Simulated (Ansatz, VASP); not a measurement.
**Si6N in VASP and in Ansatz**

```
Si N
1.0
     2.53077    1.46114    4.60272
    -2.53077    1.46114    4.60272
     0.00000   -2.92228    4.60272
Si N
6 1
Cartesian
  1.0095 1.4432 5.6770
  -1.0095 -1.4432 8.1312
  0.7451 -1.5958 5.6770
  -1.7546 0.1527 5.6770
  -0.7451 1.5958 8.1312
  1.7546 -0.1527 8.1312
  0.0000 0.0000 0.0000
```

Change from the starting cell: species swapped into the WCl6 type (R-3, No. 148).

Alike in both runs: task relaxation of cell and atoms; functional PBE; k mesh 6 × 6 × 6; occupations gaussian, width 0.1 eV; no spin polarisation.

|  | VASP | Ansatz |
| --- | --- | --- |
| version | VASP 6.6.1 | Ansatz 0.2.0 |
| potentials or method | VASP PAW PBE potentials, release 64 (Si, N), cutoff 600 eV | scalar-relativistic, plane waves, PAW |
| valence electrons in the cell | 29 | 29 |

```tsv
	VASP	Ansatz	Ansatz less VASP
gap on the k mesh at the Fermi level, each at its own relaxed structure (eV)	none	none	-
relaxed volume (Å³/atom)	12.87	12.88	+0.002
relaxed cell length with the largest relative difference (Å)	5.043	5.035	-0.0077
```

A gap of «none» marks a metal or a gap that the smearing closes.
